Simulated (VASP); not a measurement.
Runs of VASP 6.6.1 on LiCl. The structure is that of space group Fm-3m (No. 225), or close to it. The cells are those of the table. 

```tsv
task	level	cell	k mesh	cutoff (eV)	smearing	grid for exact exchange (PRECFOCK)	share of exact exchange	screening parameter	gap on the mesh (eV)
dielectric tensor	r2SCAN	a = 3.615 Å, angles 60.0°, 2 atoms	8 × 8 × 8	520	gaussian 0.01 eV	-	-	-	(a)
single point	PBE0	a = 3.615 Å, angles 60.0°, 2 atoms	6 × 6 × 6	520	gaussian 0.01 eV	Normal	0.25	-	8.52
relaxation of cell and atoms	r2SCAN	relaxed from a = 3.642 Å, angles 60.0°, 2 atoms	8 × 8 × 8	600	fermi-dirac 0.02 eV	-	-	-	7.46
single point	HSE06	a = 3.615 Å, angles 60.0°, 2 atoms	6 × 6 × 6	520	gaussian 0.01 eV	Normal	0.25	0.2079 1/Å	7.79
dielectric tensor	PBE	a = 3.615 Å, angles 60.0°, 2 atoms	8 × 8 × 8	520	gaussian 0.01 eV	-	-	-	(b)
```

Alike in all rows: potentials or basis VASP PAW PBE potentials, release 64 (Li_sv, Cl); no spin polarisation.

Q: Estimate the missing entries.

A: (a) 7.36; (b) 6.40.

A k mesh can miss the band edges.
